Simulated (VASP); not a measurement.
Input of a VASP 6.6.1 run:

File INCAR:

```
PREC = Accurate
ENCUT = 520
EDIFF = 1E-6
ISMEAR = 0
SIGMA = 0.03
LREAL = False
LASPH = True
NELM = 80
ALGO = Normal
ISIF = 2
LWAVE = False
LCHARG = False
GGA = PS
NBANDS = 11
```

Contents of KPOINTS:

```
Automatic mesh
0
Gamma
  10 10 10
```

File POSCAR:

```
Sr
1.0
    0.0000000000      2.9206560000      3.0423500000
    2.9206560000      0.0000000000      3.0423500000
    2.9206560000      2.9206560000      0.0000000000
Sr
1
Direct
    0.0000000000      0.0000000000      0.0000000000
```

Potentials or basis: VASP PAW PBE potentials, release 64 (Sr_sv).

Command:

```bash
$ cat potpaw_PBE.64/Sr_sv/POTCAR > POTCAR
$ mpirun -np 1 vasp_std > vasp.out
```

Q: Predict the pressure.

A: -0.1 GPa.

Q: Predict the band gap on the k mesh.

A: Zero (band 5 reaches 1.73 eV, above the bottom of band 6 at 1.69 eV).

Stress tensor (GPa, compression positive):
```
-0.01  0.00  0.00
 0.00 -0.01  0.00
 0.00  0.00 -0.16
```

Caveat: the cell differs from its parent crystal (strain -0.040 along x and y, +0.000 along z); the PAW data sets were made with another functional, which shifts forces and pressure a little.
